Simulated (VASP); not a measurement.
# Te2Mo in VASP: notebook, part 2 of 2

VASP 6.6.1. The steps go on from the part before.

### 4 Single point, PBEsol

Input file INCAR:

```
SYSTEM = Te2Mo
  ALGO = Normal
  EDIFF = 1E-6
  ENCUT = 520
  GGA = PS
  ISIF = 2
  ISMEAR = 1
  LASPH = .TRUE.
  LCHARG = .TRUE.
  LELF = .TRUE.
  LREAL = .FALSE.
  LVHAR = .TRUE.
  LWAVE = .FALSE.
  NBANDS = 20
  NELM = 80
  PREC = Accurate
  SIGMA = 0.1
```

Input file KPOINTS:

```
k-points
0
G
  6 6 2
  0 0 0
```

Input file POSCAR:

```
Te2Mo
1.0
    3.5093897374     -0.0032219213     -0.0103463772
   -1.7574852056      3.0403276426     -0.0020360898
   -0.0511631204     -0.0411360306     17.4681320367
Te Mo
2 1
Direct
    0.3276385654      0.6525123318      0.8973934577
    0.3367526963      0.6582974703      0.1031346549
   -0.0007698162     -0.0113432266      0.0002928865
```

Potentials or basis: VASP PAW PBE potentials, release 64 (Te, Mo_sv).

On the command line:

```sh
$ cat potpaw_PBE.64/Te/POTCAR potpaw_PBE.64/Mo_sv/POTCAR > POTCAR
$ mpirun -np 1 vasp_std > vasp.out
```

OUTCAR:

```text
SYSTEM = Te2Mo
   EDIFF = 1E-6
   ENCUT = 520
   GGA = PS
   ISIF = 2
   ISMEAR = 1
   LASPH = .TRUE.
   LREAL = .FALSE.
   NELM = 80
   PREC = Accurate

 ion  position               nearest neighbor table
   1  0.328  0.653  0.897-   3 2.71   3 2.71   3 2.71   2 3.59
   2  0.337  0.658  0.103-   3 2.71   3 2.71   3 2.71   1 3.59
   3  0.999  0.989  0.000-   2 2.71   2 2.71   2 2.71   1 2.71   1 2.71   1 2.71

  LATTYP: Found a triclinic cell.
 ALAT       =     3.5061851030
 B/A-ratio  =     1.0009187664
 C/A-ratio  =     4.9821258394
 COS(alpha) =     0.0058749074
 COS(beta)  =     0.0070348979
 COS(gamma) =     0.4988739395

  Lattice vectors:

 A1 = (   1.7519045318,   3.0371057213,  -0.0123824670)
 A2 = (   3.5093897374,  -0.0032219213,  -0.0103463772)
 A3 = (   0.0511631204,   0.0411360306, -17.4681320367)

Analysis of symmetry for initial positions (statically):
=====================================================================
 Subroutine PRICEL returns:
 Original cell was already a primitive cell.

 Routine SETGRP: Setting up the symmetry group for a
 triclinic supercell.

 Subroutine GETGRP returns: Found  1 space group operations
 (whereof  1 operations were pure point group operations)
 out of a pool of  2 trial point group operations.

The static configuration has the point symmetry C_1 .

Analysis of symmetry for dynamics (positions and initial velocities):
=====================================================================
 Subroutine PRICEL returns:
 Original cell was already a primitive cell.

 Routine SETGRP: Setting up the symmetry group for a
 triclinic supercell.

 Subroutine GETGRP returns: Found  1 space group operations
 (whereof  1 operations were pure point group operations)
 out of a pool of  2 trial point group operations.

The dynamic configuration has the point symmetry C_1 .

 Subroutine INISYM returns: Found  1 space group operations
 (whereof  1 operations are pure point group operations),
 and found     1 'primitive' translations

----------------------------------------------------------------------------------------

                                     Primitive cell

  volume of cell :     186.2781

  direct lattice vectors                    reciprocal lattice vectors
     3.509389737 -0.003221921 -0.010346377     0.285104741  0.164807848  0.001223164
    -1.757485206  3.040327643 -0.002036090     0.000304419  0.329088411  0.000775868
    -0.051163120 -0.041136031 17.468132037     0.000168903  0.000135974  0.057247921

  length of vectors
     3.509406468  3.511744662 17.468255399     0.329314191  0.329089466  0.057248331

  position of ions in fractional coordinates (direct lattice)
     0.327638565  0.652512332  0.897393458
     0.336752696  0.658297470  0.103134655
     0.999230184  0.988656773  0.000292886

  ion indices of the primitive-cell ions
   primitive index   ion index
                 1           1
                 2           2
                 3           3

----------------------------------------------------------------------------------------

 KPOINTS: k-points

Automatic generation of k-mesh.
 Grid dimensions read from file:
 generate k-points for:    6    6    2

 Generating k-lattice:

  Cartesian coordinates                     Fractional coordinates (reciprocal lattice)
     0.047517457  0.027467975  0.000203861     0.166666667 -0.000000000  0.000000000
     0.000050736  0.054848068  0.000129311    -0.000000000  0.166666667 -0.000000000
     0.000084452  0.000067987  0.028623960     0.000000000  0.000000000  0.500000000

  Length of vectors
     0.054885698  0.054848244  0.028624166

  Shift w.r.t. Gamma in fractional coordinates (k-lattice)
     0.000000000  0.000000000  0.000000000

 Subroutine IBZKPT returns following result:
 ===========================================

 Found     40 irreducible k-points:

 Following reciprocal coordinates:
            Coordinates               Weight
  0.000000  0.000000  0.000000      1.000000
  0.166667 -0.000000  0.000000      2.000000
  0.333333 -0.000000  0.000000      2.000000
  0.500000 -0.000000  0.000000      1.000000
 -0.000000  0.166667  0.000000      2.000000
  0.166667  0.166667  0.000000      2.000000
[... 16 lines left out ...]
  0.333333  0.000000  0.500000      2.000000
  0.500000 -0.000000  0.500000      1.000000
 [... further k-points ...]
   k-points           NKPTS =     40   k-points in BZ     NKDIM =     40   number of bands    NBANDS=     20
   number of dos      NEDOS =    301   number of ions     NIONS =      3
   total plane-waves  NPLWV = 109760
   dimension x,y,z NGX =    28 NGY =   28 NGZ =  140
   dimension x,y,z NGXF=    56 NGYF=   56 NGZF=  280
   ions per type =               2   1
   NGX,Y,Z   is equivalent  to a cutoff of  13.26, 13.26, 13.32 a.u.
   NGXF,Y,Z  is equivalent  to a cutoff of  26.53, 26.51, 26.65 a.u.
 SYSTEM =  Te2Mo
   PREC   = accura    normal or accurate (medium, high low for compatibility)
   ISTART =      0    job   : 0-new  1-cont  2-samecut
   ICHARG =      2    charge: 1-file 2-atom 10-const
   ISPIN  =      1    spin polarized calculation?
   LNONCOLLINEAR =      F non collinear calculations
   LSORBIT =      F    spin-orbit coupling
   LASPH  =      T    aspherical Exc in radial PAW
   ENCUT  =  520.0 eV  38.22 Ry    6.18 a.u.   6.53  6.53 32.48*2*pi/ulx,y,z
   NELM   =     80;   NELMIN=  2; NELMDL= -5     # of ELM steps
   EDIFF  = 0.1E-05   stopping-criterion for ELM
   LREAL  =      F    real-space projection
[... 7 lines left out ...]
   TEBEG  =    0.0;   TEEND  =   0.0 temperature during run
   PSTRESS=    0.0 pullay stress
   NELECT =      26.0000    total number of electrons
   NUPDOWN=      -1.0000    fix difference up-down
   EMIN   =  10.00;   EMAX   =-10.00  energy-range for DOS
   EFERMI =   0.00;   METHOD = LEGACY
   ISMEAR =     1;   SIGMA  =   0.10  broadening in eV -4-tet -1-fermi 0-gaus
   EFERMI_NEDOS =   21; number of points for ismear=-14 and -15
   IALGO  =     38    algorithm
   IMIX   =      4    mixing-type and parameters
     AMIX     =   0.40;   BMIX     =  1.00
     AMIX_MAG =   1.60;   BMIX_MAG =  1.00
  volume/ion in A,a.u.               =      62.09       419.02
  Fermi-wavevector in a.u.,A,eV,Ry     =   0.849204  1.604763  9.811807  0.721147
  Thomas-Fermi vector in A             =   1.964988
   LORBIT       =      0    0 simple, 1 ext, 2 COOP (PROOUT), +10 PAW based schemes
   GGA     = PS    functional components
   LHFCALC =     F    Hartree Fock is set to
   AEXX    =    0.0000 exact exchange contribution
   IVDW    =     0    specifies the selected vdW correction
   LEPSILON=     F    determine dielectric tensor
   LRPA    =     F    only Hartree local field effects (RPA)
 non-spin polarized calculation
 Methfessel and Paxton  Order N= 1 SIGMA  =   0.10
  energy-cutoff  :      520.00
  volume of cell :      186.28
 maximum number of plane-waves:      5094
 NGX is ok and might be reduce to    28
   NGX = 13   NGY = 13   NGZ = 65

 number of electron      26.0000001 magnetization

 Free energy of the ion-electron system (eV)
  ---------------------------------------------------
  ext. energy  EPLUGINS =         0.00000000
  ---------------------------------------------------
  free energy    TOTEN  =       -19.61061610 eV

  energy without entropy =      -19.61093977  energy(sigma->0) =      -19.61072399

 E-fermi :   0.2763     XC(G=0):  -4.8307

 val. band max:        0.1921789927   @ k =   0.3333   0.3333   0.0000
 cond. band min:       1.3465884768   @ k =   0.3333   0.3333   0.0000
 fundamental gap:      1.1544094841
 Fermi energy:         0.2763409458

 k-point     1 :       0.0000    0.0000    0.0000
  band No.  band energies     occupation
      1     -60.3454      2.00000
      2     -34.5524      2.00000
      3     -34.4108      2.00000
      4     -34.4081      2.00000
      5     -12.5336      2.00000
      6     -11.5484      2.00000
[... 12 lines left out ...]
     19       4.9572      0.00000
     20       5.8038      0.00000
[... 507 lines left out ...]
 k-point    24 :       0.5000   -0.0000    0.5000
  band No.  band energies     occupation
      1     -60.3350      2.00000
      2     -34.5446      2.00000
      3     -34.5217      2.00000
      4     -34.4425      2.00000
      5     -10.4521      2.00000
      6     -10.1620      2.00000
[... 12 lines left out ...]
     19       6.1502      0.00000
     20       6.8429      0.00000

 [... further k-points ...]

------------------------ aborting loop because EDIFF is reached ----------------------------------------

  FORCE on cell =-STRESS in cart. coord.  units (eV):
  Direction    XX          YY          ZZ          XY          YZ          ZX
  --------------------------------------------------------------------------------------
  -------------------------------------------------------------------------------------
  Total       -0.3495433     -0.3439681      0.0870198      0.0379721     -0.0055867     -0.0067815
  in kB       -3.0064215     -2.9584694      0.7484574      0.3265977     -0.0480510     -0.0583274
  external PRESSURE =      -1.7388112 kB  Pullay stress =       0.0000000 kB

 VOLUME and BASIS-vectors are now :
 -----------------------------------------------------------------------------
  energy-cutoff  :      520.00
  volume of cell :      186.28
      direct lattice vectors                 reciprocal lattice vectors
     3.509389737 -0.003221921 -0.010346377     0.285104741  0.164807848  0.001223164
    -1.757485206  3.040327643 -0.002036090     0.000304419  0.329088411  0.000775868
    -0.051163120 -0.041136031 17.468132037     0.000168903  0.000135974  0.057247921

 POSITION                                       TOTAL-FORCE (eV/Angst)
 -----------------------------------------------------------------------------------
     -0.04288      1.94588     15.67107         0.006177      0.000523     -0.021661
      0.01957      1.99611      1.79675         0.001590     -0.002981      0.032999
      1.76912      3.00261     -0.00724        -0.007768      0.002459     -0.011338
 -----------------------------------------------------------------------------------
    total drift:                                0.000044      0.000091      0.000002

  FREE ENERGIE OF THE ION-ELECTRON SYSTEM (eV)
  ---------------------------------------------------
  free  energy   TOTEN  =       -19.6106161012 eV

  energy  without entropy=      -19.6109397681  energy(sigma->0) =      -19.61072399
```

It took 3.4 min on 1 thread of Intel Xeon Platinum 8259CL at 2.50GHz (Skylake/Cascade Lake), shared host; peak memory 0.39 GiB.

Results:

* Free energy: -19.6106 eV
* Largest force: 0.033 eV/Å
* Band gap on the k mesh: 1.15 eV

Forces in eV/Å, atoms in the order of the input:
```
Te   0.006  0.001 -0.022
Te   0.002 -0.003  0.033
Mo  -0.008  0.002 -0.011
```

Caveat: the PAW data sets were made with another functional, which shifts forces and pressure a little; spin-orbit coupling is left out, which moves the levels of the heavy elements.

### 5 Overview

| cell | gap on the mesh (eV) | largest force (eV/Å) |
| --- | --- | --- |
| a = 3.515, b = 3.518, c = 17.439 Å, angles 90.1, 90.3, 120.1°, 3 atoms | 1.14 | 0.10 |
| a = 3.512, b = 3.515, c = 17.454 Å, angles 90.1, 90.3, 120.1°, 3 atoms | 1.14 | 0.07 |
| a = 3.509, b = 3.512, c = 17.468 Å, angles 90.1, 90.3, 120.1°, 3 atoms | 1.15 | 0.03 |

Alike in all rows: task single point; level PBEsol; potentials or basis VASP PAW PBE potentials, release 64 (Te, Mo_sv); no spin polarisation; k mesh 6 × 6 × 2; cutoff (eV) 520; smearing methfessel-paxton 0.1 eV.

Caveats: the PAW data sets were made with another functional, which shifts forces and pressure a little; spin-orbit coupling is left out, which moves the levels of the heavy elements.

Absolute energies hang on the potentials; compare differences alone.
